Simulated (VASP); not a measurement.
# Mo (Im-3m) in VASP: notebook

Runs on Mo. Level: RPBE+D4. Tasks: single point.

Everything below comes from runs of VASP 6.6.1. Logs are shortened: lines on timing, memory, paths and dates and some standing lists are left out, and cuts for length are marked.

## 1. The cell of the first run

The structure is cubic, space group Im-3m (No. 229). The conventional cell has a = 3.103 Å, b = 3.103 Å, c = 3.103 Å, α = 90.00°, β = 90.00°, γ = 90.00°. Mo (site symmetry m-3m) has 14 Mo at 2.69 to 3.10 Å within 3.5 Å.

## 2. Single point, RPBE+D4

INCAR

```
SYSTEM = Mo
PREC = Accurate
ENCUT = 520
EDIFF = 1E-7
ISMEAR = -1
SIGMA = 0.05
LREAL = .FALSE.
LASPH = .TRUE.
NELM = 60
ALGO = Normal
ISIF = 2
LWAVE = .FALSE.
LCHARG = .FALSE.
GGA = RP
IVDW = 13
NBANDS = 13
```

KPOINTS

```
regular mesh
0
G
  12 12 12
  0 0 0
```

POSCAR

```
Mo
1.0
   -1.5514772677      1.5514772677      1.5514772677
    1.5514772677     -1.5514772677      1.5514772677
    1.5514772677      1.5514772677     -1.5514772677
Mo
1
Direct
    0.0000000000      0.0000000000      0.0000000000
```

Potentials or basis: VASP PAW PBE potentials, release 64 (Mo_sv).

The run is started by

```
$ cat potpaw_PBE.64/Mo_sv/POTCAR > POTCAR
$ mpirun -np 1 vasp_std > vasp.out
```

OUTCAR:

```text
SYSTEM = Mo
   PREC = Accurate
   ENCUT = 520
   EDIFF = 1E-7
   ISMEAR = -1
   LREAL = .FALSE.
   LASPH = .TRUE.
   NELM = 60
   ISIF = 2
   GGA = RP
   IVDW = 13

 ion  position               nearest neighbor table
   1  0.000  0.000  0.000-

  LATTYP: Found a body centered cubic cell.
 ALAT       =     3.1029545354

  Lattice vectors:

 A1 = (  -1.5514772677,   1.5514772677,   1.5514772677)
 A2 = (   1.5514772677,  -1.5514772677,   1.5514772677)
 A3 = (   1.5514772677,   1.5514772677,  -1.5514772677)

Analysis of symmetry for initial positions (statically):
=====================================================================
 Subroutine PRICEL returns:
 Original cell was already a primitive cell.

 Routine SETGRP: Setting up the symmetry group for a
 body centered cubic supercell.

 Subroutine GETGRP returns: Found 48 space group operations
 (whereof 48 operations were pure point group operations)
 out of a pool of 48 trial point group operations.

The static configuration has the point symmetry O_h .

Analysis of symmetry for dynamics (positions and initial velocities):
=====================================================================
 Subroutine PRICEL returns:
 Original cell was already a primitive cell.

 Routine SETGRP: Setting up the symmetry group for a
 body centered cubic supercell.

 Subroutine GETGRP returns: Found 48 space group operations
 (whereof 48 operations were pure point group operations)
 out of a pool of 48 trial point group operations.

The dynamic configuration has the point symmetry O_h .

 Subroutine INISYM returns: Found 48 space group operations
 (whereof 48 operations are pure point group operations),
 and found     1 'primitive' translations

----------------------------------------------------------------------------------------

                                     Primitive cell

  volume of cell :      14.9381

  direct lattice vectors                    reciprocal lattice vectors
    -1.551477268  1.551477268  1.551477268     0.000000000  0.322273494  0.322273494
     1.551477268 -1.551477268  1.551477268     0.322273494  0.000000000  0.322273494
     1.551477268  1.551477268 -1.551477268     0.322273494  0.322273494  0.000000000

  length of vectors
     2.687237454  2.687237454  2.687237454     0.455763546  0.455763546  0.455763546

  position of ions in fractional coordinates (direct lattice)
     0.000000000  0.000000000  0.000000000

  ion indices of the primitive-cell ions
   primitive index   ion index
                 1           1

----------------------------------------------------------------------------------------

 KPOINTS: regular mesh

Automatic generation of k-mesh.
 Grid dimensions read from file:
 generate k-points for:   12   12   12

 Generating k-lattice:

  Cartesian coordinates                     Fractional coordinates (reciprocal lattice)
     0.000000000  0.026856125  0.026856125     0.083333333  0.000000000  0.000000000
     0.026856125  0.000000000  0.026856125     0.000000000  0.083333333  0.000000000
     0.026856125  0.026856125  0.000000000     0.000000000  0.000000000  0.083333333

  Length of vectors
     0.037980296  0.037980296  0.037980296

  Shift w.r.t. Gamma in fractional coordinates (k-lattice)
     0.000000000  0.000000000  0.000000000

 Subroutine IBZKPT returns following result:
 ===========================================

 Found     72 irreducible k-points:

 Following reciprocal coordinates:
            Coordinates               Weight
  0.000000  0.000000  0.000000      1.000000
  0.083333  0.000000  0.000000     12.000000
  0.166667  0.000000  0.000000     12.000000
  0.250000  0.000000  0.000000     12.000000
  0.333333  0.000000  0.000000     12.000000
  0.416667  0.000000  0.000000     12.000000
[... 16 lines left out ...]
  0.333333  0.083333  0.083333     24.000000
  0.416667  0.083333  0.083333     12.000000
 [... further k-points ...]
   k-points           NKPTS =     72   k-points in BZ     NKDIM =     72   number of bands    NBANDS=     13
   number of dos      NEDOS =    301   number of ions     NIONS =      1
   total plane-waves  NPLWV =   8000
   dimension x,y,z NGX =    20 NGY =   20 NGZ =   20
   dimension x,y,z NGXF=    40 NGYF=   40 NGZF=   40
   ions per type =               1
   NGX,Y,Z   is equivalent  to a cutoff of  12.37, 12.37, 12.37 a.u.
   NGXF,Y,Z  is equivalent  to a cutoff of  24.75, 24.75, 24.75 a.u.
 SYSTEM =  Mo
   PREC   = accura    normal or accurate (medium, high low for compatibility)
   ISTART =      0    job   : 0-new  1-cont  2-samecut
   ICHARG =      2    charge: 1-file 2-atom 10-const
   ISPIN  =      1    spin polarized calculation?
   LNONCOLLINEAR =      F non collinear calculations
   LSORBIT =      F    spin-orbit coupling
   LASPH  =      T    aspherical Exc in radial PAW
   ENCUT  =  520.0 eV  38.22 Ry    6.18 a.u.   5.00  5.00  5.00*2*pi/ulx,y,z
   NELM   =     60;   NELMIN=  2; NELMDL= -5     # of ELM steps
   EDIFF  = 0.1E-06   stopping-criterion for ELM
   LREAL  =      F    real-space projection
   EDIFFG = 0.1E-05   stopping-criterion for IOM
   NSW    =      0    number of steps for IOM
   IBRION =     -1    ionic relax: 0-MD 1-quasi-New 2-CG
   NFREE  =      0    steps in history (QN), initial steepest desc. (CG)
   ISIF   =      2    stress and relaxation
   ISYM   =      2    0-nonsym 1-usesym 2-fastsym
   POTIM  = 0.5000    time-step for ionic-motion
   TEBEG  =    0.0;   TEEND  =   0.0 temperature during run
   PSTRESS=    0.0 pullay stress
   NELECT =      14.0000    total number of electrons
   NUPDOWN=      -1.0000    fix difference up-down
   EMIN   =  10.00;   EMAX   =-10.00  energy-range for DOS
   EFERMI =   0.00;   METHOD = LEGACY
   ISMEAR =    -1;   SIGMA  =   0.05  broadening in eV -4-tet -1-fermi 0-gaus
   EFERMI_NEDOS =   21; number of points for ismear=-14 and -15
   IALGO  =     38    algorithm
   IMIX   =      4    mixing-type and parameters
     AMIX     =   0.40;   BMIX     =  1.00
     AMIX_MAG =   1.60;   BMIX_MAG =  1.00
  volume/ion in A,a.u.               =      14.94       100.81
  Fermi-wavevector in a.u.,A,eV,Ry     =   1.602085  3.027501 34.921732  2.566675
  Thomas-Fermi vector in A             =   2.698961
   LORBIT       =      0    0 simple, 1 ext, 2 COOP (PROOUT), +10 PAW based schemes
   GGA     = RP    functional components
   LHFCALC =     F    Hartree Fock is set to
   AEXX    =    0.0000 exact exchange contribution
   IVDW    =    13    specifies the selected vdW correction
   LEPSILON=     F    determine dielectric tensor
   LRPA    =     F    only Hartree local field effects (RPA)
 non-spin polarized calculation
  energy-cutoff  :      520.00
  volume of cell :       14.94
 maximum number of plane-waves:       420
   NGX =  9   NGY =  9   NGZ =  9

 number of electron      13.9999997 magnetization

 Free energy of the ion-electron system (eV)
  ---------------------------------------------------
  ext. energy  EPLUGINS =         0.00000000
  ---------------------------------------------------
  free energy    TOTEN  =       -10.31164448 eV

  energy without entropy =      -10.30952222  energy(sigma->0) =      -10.31058335

 E-fermi :  13.3531     XC(G=0): -13.5851

 val. band max:       13.2584385605   @ k =  -0.1667   0.2500   0.0833
 cond. band min:      13.4038425430   @ k =  -0.3333   0.3333   0.2500
 fundamental gap:      0.1454039826
 Fermi energy:        13.3531314208

 k-point     1 :       0.0000    0.0000    0.0000
  band No.  band energies     occupation
      1     -47.9006      2.00000
      2     -21.0543      2.00000
      3     -21.0543      2.00000
      4     -21.0543      2.00000
      5       6.0468      2.00000
      6      11.9526      2.00000
      7      11.9526      2.00000
      8      11.9526      2.00000
      9      15.1557      0.00000
     10      15.1557      0.00000
     11      28.2976      0.00000
     12      28.2976      0.00000
     13      28.2976      0.00000

 k-point     2 :       0.0833    0.0000    0.0000
  band No.  band energies     occupation
      1     -47.8799      2.00000
      2     -21.1703      2.00000
      3     -21.0897      2.00000
      4     -21.0553      2.00000
      5       6.3664      2.00000
      6      11.7694      2.00000
      7      11.9175      2.00000
      8      12.2577      2.00000
      9      14.8953      0.00000
     10      15.1602      0.00000
     11      28.5375      0.00000
     12      28.8410      0.00000
     13      28.9467      0.00000

 k-point     3 :       0.1667    0.0000    0.0000
  band No.  band energies     occupation
      1     -47.8229      2.00000
      2     -21.4805      2.00000
      3     -21.1856      2.00000
      4     -21.0580      2.00000
      5       7.1985      2.00000
      6      11.3059      2.00000
      7      11.7619      2.00000
      8      13.1445      1.96963
      9      14.5382      0.00000
     10      15.2006      0.00000
     11      28.9041      0.00000
     12      30.1645      0.00000
     13      30.3735      0.00000
[... 305 lines left out ...]
 k-point    23 :       0.3333    0.0833    0.0833
  band No.  band energies     occupation
      1     -47.5961      2.00000
      2     -22.4904      2.00000
      3     -21.5922      2.00000
      4     -21.1749      2.00000
      5       8.5591      2.00000
      6       9.8804      2.00000
      7      13.1188      1.98172
      8      15.3033      0.00000
      9      15.8207      0.00000
     10      19.4087      0.00000
     11      26.1037      0.00000
     12      26.5092      0.00000
     13      30.6338      0.00000

 k-point    24 :       0.4167    0.0833    0.0833
  band No.  band energies     occupation
      1     -47.5768      2.00000
      2     -22.5604      2.00000
      3     -21.6427      2.00000
      4     -21.1785      2.00000
      5       8.4262      2.00000
      6       9.7889      2.00000
      7      13.8398      0.00012
      8      15.3833      0.00000
      9      15.9124      0.00000
     10      20.1495      0.00000
     11      25.1396      0.00000
     12      26.0816      0.00000
     13      30.0983      0.00000

 [... further k-points ...]

------------------------ aborting loop because EDIFF is reached ----------------------------------------

  DFT-D4 for vdW energy calculation

  Edisp (eV):   -1.16709

  FORCE on cell =-STRESS in cart. coord.  units (eV):
  Direction    XX          YY          ZZ          XY          YZ          ZX
  --------------------------------------------------------------------------------------
  -------------------------------------------------------------------------------------
  Total       0.79644     0.79644     0.79644    -0.00000    -0.00000     0.00000
  in kB      85.42153    85.42153    85.42153    -0.00000    -0.00000     0.00000
  external pressure =       85.42 kB  Pullay stress =        0.00 kB

 VOLUME and BASIS-vectors are now :
 -----------------------------------------------------------------------------
  energy-cutoff  :      520.00
  volume of cell :       14.94
      direct lattice vectors                 reciprocal lattice vectors
    -1.551477268  1.551477268  1.551477268     0.000000000  0.322273494  0.322273494
     1.551477268 -1.551477268  1.551477268     0.322273494  0.000000000  0.322273494
     1.551477268  1.551477268 -1.551477268     0.322273494  0.322273494  0.000000000

 POSITION                                       TOTAL-FORCE (eV/Angst)
 -----------------------------------------------------------------------------------
      0.00000      0.00000      0.00000         0.000000     -0.000000      0.000000
 -----------------------------------------------------------------------------------
    total drift:                                0.000000     -0.000000     -0.000000

  FREE ENERGIE OF THE ION-ELECTRON SYSTEM (eV)
  ---------------------------------------------------
  free  energy   TOTEN  =       -11.4787320614 eV

  energy  without entropy=      -11.4766097985  energy(sigma->0) =      -11.47767093
```

It took 7.5 s on 1 thread of Intel Xeon Platinum 8375C at 2.90GHz (Ice Lake), shared host; peak memory 0.13 GiB.

Results:

| Property | Result |
| --- | --- |
| Free energy | -11.4787 eV |
| Pressure | 8.5 GPa |
| Band gap on the k mesh | zero (band 7 reaches 17.64 eV, above the bottom of band 8 at 11.95 eV) |
| Dispersion energy per atom | -1.167 eV |

Caveat: the PAW data sets were made with another functional, which shifts forces and pressure a little; pairwise dispersion overbinds metals, which lowers pressure and volume.

## 3. Single point, RPBE+D4

This run uses another cell than the first one, of 15.26 Å³/atom, 1.021 times its volume.

INCAR, as its differences from that of step 2:

```diff
@@ -8,4 +8,4 @@
 LASPH = .TRUE.
-NELM = 60
-ALGO = Normal
+NELM = 80
+ALGO = Fast
 ISIF = 2
```

KPOINTS

```
Automatic mesh
0
G
  12 12 12
  0 0 0
```

POSCAR

```
Mo
1.0
   -1.5624035240      1.5624035240      1.5624035240
    1.5624035240     -1.5624035240      1.5624035240
    1.5624035240      1.5624035240     -1.5624035240
Mo
1
Direct
    0.0000000000      0.0000000000      0.0000000000
```

Potentials or basis: VASP PAW PBE potentials, release 64 (Mo_sv).

The run is started by

```
$ cat potpaw_PBE.64/Mo_sv/POTCAR > POTCAR
$ mpirun -np 1 vasp_std > vasp.out
```

Wall time 9.1 s (1 thread of Intel Xeon Platinum 8375C at 2.90GHz (Ice Lake), shared host); peak memory 0.13 GiB.

The run converged. Its results:

```yaml
Free_energy: -11.4895 eV
Pressure: 2.3 GPa
Band_gap_on_the_k_mesh: zero (band 7 reaches 17.17 eV, above the bottom of band 8 at 11.65 eV)
Dispersion_energy_per_atom: -1.144 eV
```

Levels at points of the mesh, in eV from the Fermi level:
```csv
k point,band 4,band 5,band 6,band 7,band 8,band 9,band 10,band 11
"(0.00, 0.00, 0.00)",-34.46,-7.25,-1.36,-1.36,-1.36,1.76,1.76,14.91
"(0.50, 0.00, 0.00)",-34.47,-5.41,-3.47,1.77,1.80,2.45,4.95,12.06
"(0.50, 0.50, 0.50)",-35.49,-5.57,-5.57,4.16,4.16,4.16,9.32,9.32
```

Caveat: the PAW data sets were made with another functional, which shifts forces and pressure a little; pairwise dispersion overbinds metals, which lowers pressure and volume.
